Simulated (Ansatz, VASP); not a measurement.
One calculation of B, two programs

```
B
1.0
    -1.36610    1.36610    1.36610
     1.36610   -1.36610    1.36610
     1.36610    1.36610   -1.36610
B
1
Direct
  0.00000 0.00000 0.00000
```

Alike in both runs: task single point; functional PBE; k mesh 22 × 22 × 22; occupations gaussian, width 0.1 eV; collinear spin.

|  | VASP | Ansatz |
| --- | --- | --- |
| version | VASP 6.6.1 | Ansatz 0.2.0 |
| potentials or method | VASP PAW PBE potentials, release 64 (B), cutoff 500 eV | scalar-relativistic, plane waves, PAW |
| valence electrons in the cell | 3 | 3 |

```csv
,VASP,Ansatz,Ansatz less VASP
gap on the k mesh at the Fermi level (eV),none,none,-
net moment per atom (μB),0.00,0.00,0.000
```

A gap of «none» marks a metal or a gap that the smearing closes. Ansatz's warnings: seeded moment not kept.
